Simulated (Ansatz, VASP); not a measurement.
Two plane-wave programs on Li7NbO6

```
Li Nb O
1.0
     2.80517    1.61956    4.92475
    -2.80517    1.61956    4.92475
     0.00000   -3.23913    4.92475
Li Nb O
7 1 6
Direct
  0.49823 0.72504 0.11882
  0.23115 0.93196 0.49179
  0.93196 0.49179 0.23115
  0.65029 0.65029 0.65029
  0.11882 0.49823 0.72504
  0.72504 0.11882 0.49823
  0.49179 0.23115 0.93196
  0.00164 0.00164 0.00164
  0.64521 0.88308 0.22996
  0.07177 0.79979 0.37216
  0.79979 0.37216 0.07177
  0.22996 0.64521 0.88308
  0.88308 0.22996 0.64521
  0.37216 0.07177 0.79979
```

Alike in both runs: functional PBEsol; k mesh 6 × 6 × 6; occupations gaussian, width 0.02 eV; no spin polarisation.

Ansatz relaxed the structure, and its values are those at the end. VASP's run is a single point on that final structure, the one shown.

|  | VASP | Ansatz |
| --- | --- | --- |
| version | VASP 6.6.1 | Ansatz 0.2.0 |
| potentials or method | VASP PAW PBE potentials, release 64 (Li_sv, Nb_sv, O), cutoff 520 eV | scalar-relativistic, plane waves, PAW |
| valence electrons in the cell | 70 | 70 |

```csv
,VASP,Ansatz,Ansatz less VASP
gap on the k mesh at the Fermi level (eV),3.76,3.77,+0.009
least direct gap on the mesh (eV),3.97,3.98,+0.011
rms of the force components (eV/Å),0.011,0.002,-0.0084
```

VASP's potentials were made for PBE, not for PBEsol. Ansatz's warnings: stress scf threshold loose.

Noted on VASP's run: the cutoff is short for stress, so the pressure is rough.
